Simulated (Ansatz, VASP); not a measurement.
**Two plane-wave programs on MnS**

The input INCAR:

```
PREC = Accurate
ENCUT = 520
EDIFF = 1E-6
ISMEAR = 0
SIGMA = 0.05
LREAL = F
LASPH = T
NELM = 150
ALGO = Normal
ISIF = 2
LWAVE = F
LCHARG = F
ISPIN = 2
MAGMOM = 4.56 0
LORBIT = 11
LMAXMIX = 4
GGA = PE
NBANDS = 20
```

File KPOINTS:

```
Automatic mesh
0
Gamma
  12 12 12
```

The input POSCAR:

```
MnS
1.0
    0.0000000000      2.5000273113      2.5000273113
    2.5000273113      0.0000000000      2.5000273113
    2.5000273113      2.5000273113      0.0000000000
Mn S
1 1
Direct
    0.0000000000      0.0000000000      0.0000000000
    0.5000000000      0.5000000000      0.5000000000
```

Input for Ansatz:

```yaml
crystal:
  lattice:
    - [0.0, 2.5000273113, 2.5000273113]
    - [2.5000273113, 0.0, 2.5000273113]
    - [2.5000273113, 2.5000273113, 0.0]
  atoms:
    - { symbol: Mn, position: [0.0, 0.0, 0.0], spin: 4.56 }
    - { symbol: S, position: [0.5, 0.5, 0.5] }
basis:
  ecutwfc: 420
  ecutrho_ratio: 4
kpoints:
  mp_grid: { grid: [12, 12, 12] }
hamiltonian:
  xc: pbe
scf:
  occupations: { method: gaussian, width: 0.05 }
output:
  forces: true
  stress: true
  eigenvalues: true
  populations: true
magnetization:
  spin_polarized: true
```

Alike in both runs: task single point; functional PBE; k mesh 12 × 12 × 12; occupations gaussian, width 0.05 eV; collinear spin.

|  | VASP | Ansatz |
| --- | --- | --- |
| version | VASP 6.6.1 | Ansatz 0.2.0 |
| potentials or method | VASP PAW PBE potentials, release 64 (Mn_pv, S), cutoff 520 eV | scalar-relativistic, plane waves, PAW |
| valence electrons in the cell | 19 | 21 |

```csv
,VASP,Ansatz,Ansatz less VASP
gap on the k mesh at the Fermi level (eV),none,none,-
pressure (GPa),3.6,3.5,-0.05
net moment per atom (μB),2.15,2.15,-0.001
size of the moment on the site where the two differ most (μB),3.96,3.85,-0.101
```

Site moments also hang on the region over which each program counts them. A gap of «none» marks a metal or a gap that the smearing closes. VASP's potentials hold 19 valence electrons a cell and Ansatz's 21, so a difference there can come from the potentials and not from the codes.
